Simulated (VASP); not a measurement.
A run of VASP 6.6.1 is set up as follows.

INCAR

```
SYSTEM = TiC
  PREC = Accurate
  ENCUT = 520
  EDIFF = 1E-6
  ISMEAR = -1
  SIGMA = 0.15
  LREAL = .False.
  LASPH = .True.
  NELM = 80
  ALGO = Normal
  ISIF = 2
  LWAVE = .False.
  LCHARG = .True.
  LELF = .True.
  LVHAR = .True.
  NBANDS = 15
```

File KPOINTS:

```
Automatic mesh
0
Gamma
  16 16 16
  0 0 0
```

The input POSCAR:

```
TiC
1.0
    0.0000000000      2.1305996452      2.1305996452
    2.1305996452      0.0000000000      2.1305996452
    2.1305996452      2.1305996452      0.0000000000
Ti C
1 1
Direct
    0.0000000000      0.0000000000      0.0000000000
    0.5000000000      0.5000000000      0.5000000000
```

Potentials or basis: VASP PAW LDA potentials, release 64 (Ti_sv, C).

Command:

```bash
$ cat potpaw_LDA.64/Ti_sv/POTCAR potpaw_LDA.64/C/POTCAR > POTCAR
$ mpirun -np 1 vasp_std > vasp.out
```

Q: Estimate the pressure.

A: 0.7 GPa.

Q: What does it give for the band gap on the k mesh?

A: Zero (bands 8 and 9 overlap by 1.07 eV).
